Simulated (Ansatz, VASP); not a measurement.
SiC in VASP and in Ansatz

```xyz
2
Lattice="0.0000 2.2328 2.2328 2.2328 0.0000 2.2328 2.2328 2.2328 0.0000" Properties=species:S:1:pos:R:3 pbc="T T T"
Si    0.0000    0.0105    0.0000
C     3.3493    3.3247    3.3493
```

Change from the starting cell: mode 6 frozen in at -0.024 Å, equal normal strain along x, y and z +0.0250.

Alike in both runs: task single point; functional PBEsol; k mesh 10 × 10 × 10; occupations gaussian, width 0.05 eV; no spin polarisation.

```csv
,VASP,Ansatz
version,VASP 6.6.1,Ansatz 0.2.0
potentials or method,"VASP PAW PBE potentials, release 64 (Si, C), cutoff 520 eV","scalar-relativistic, plane waves, PAW"
valence electrons in the cell,8,8
```

Ansatz gave:

| Property | Result |
| --- | --- |
| gap on the k mesh at the Fermi level (eV) | 1.14 |
| least direct gap on the mesh (eV) | 4.29 |
| pressure (GPa) | -14.1 |
| traceless stress, the component that is largest in VASP (GPa) | -1.22 |
| rms of the force components (eV/Å) | 0.328 |

Task: Which values does VASP return?

Result: gap on the k mesh at the Fermi level (eV): 1.13; least direct gap on the mesh (eV): 4.28; pressure (GPa): -13.8; traceless stress, the component that is largest in VASP (GPa): -1.25; rms of the force components (eV/Å): 0.329.

VASP's potentials were made for PBE, not for PBEsol. Atom by atom the forces differ by 0.001 eV/Å (rms over components).
